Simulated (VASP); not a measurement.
Set up this calculation in VASP 6.6.1, as the native input.

- Task: single point
- Functional: PBEsol
- Potentials or basis: VASP PAW PBE potentials, release 64 (Hf_pv)
- Cutoff: 520 eV
- k mesh: 10 × 10 × 5
- Occupations: fermi-dirac, width 0.05 eV
- Spin: no spin polarisation
- Dipole correction: no
- Further INCAR settings: ALGO = Normal; EDIFF = 1e-06; NBANDS = 17

The structure of Hf lies in POSCAR:

```
Hf
1.0
    3.1595900903      0.0000000000      0.0000000000
   -1.5797950452      2.7362852838      0.0000000000
    0.0000000000      0.0000000000      4.9910940966
Hf
2
Direct
    0.6666666667      0.3333333333      0.7500000000
    0.3333333333      0.6666666667      0.2500000000
```

The input as run:

INCAR

```
SYSTEM = Hf
  ALGO = Normal
  EDIFF = 1E-6
  ENCUT = 520
  GGA = PS
  ISIF = 2
  ISMEAR = -1
  LASPH = .TRUE.
  LCHARG = .TRUE.
  LELF = .TRUE.
  LREAL = .FALSE.
  LVHAR = .TRUE.
  LWAVE = .FALSE.
  NBANDS = 17
  NELM = 60
  PREC = Accurate
  SIGMA = 0.05
```

KPOINTS

```
k-points
0
G
  10 10 5
  0 0 0
```

Potentials or basis: VASP PAW PBE potentials, release 64 (Hf_pv).

Launch:

```bash
$ cat potpaw_PBE.64/Hf_pv/POTCAR > POTCAR
$ mpirun -np 1 vasp_std > vasp.out
```

Results of the run:

* Pressure: -0.4 GPa
* Band gap on the k mesh: zero (band 10 reaches 6.18 eV, above the bottom of band 11 at 4.67 eV)

Caveat: the PAW data sets were made with another functional, which shifts forces and pressure a little; spin-orbit coupling is left out, which moves the levels of the heavy elements.

Wall time 17 s on 1 thread of Intel(R) Xeon(R) Platinum 8488C (Sapphire Rapids), on a shared host, peak memory 0.16 GiB.
